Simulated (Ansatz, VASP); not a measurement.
One calculation of InSb3, two programs

```
CELL_PARAMETERS angstrom
5.11198 0.00000 0.00000
0.00000 5.11198 0.00000
0.00000 0.00000 4.92265
ATOMIC_POSITIONS crystal
In 0.00000 0.00000 0.00000
Sb 0.50000 0.00000 0.50000
Sb 0.00000 0.50000 0.50000
Sb 0.50000 0.50000 0.00000
```

Change from the starting cell: strain +0.080 along x and y, +0.040 along z, atoms carried along.

Alike in both runs: task single point; functional PBE; dispersion D3(BJ); k mesh 10 × 10 × 10; occupations gaussian, width 0.15 eV; no spin polarisation.

|  | VASP | Ansatz |
| --- | --- | --- |
| version | VASP 6.6.1 | Ansatz 0.2.0 |
| potentials or method | VASP PAW PBE potentials, release 64 (In_d, Sb), cutoff 520 eV | scalar-relativistic, plane waves, PAW |
| valence electrons in the cell | 28 | 58 |

```tsv
	VASP	Ansatz	Ansatz less VASP
gap on the k mesh at the Fermi level (eV)	none	none	-
pressure (GPa)	-7.2	-7.1	+0.08
```

A gap of «none» marks a metal or a gap that the smearing closes. VASP's potentials hold 28 valence electrons a cell and Ansatz's 58, so a difference there can come from the potentials and not from the codes.

Neither program's run includes spin-orbit coupling.
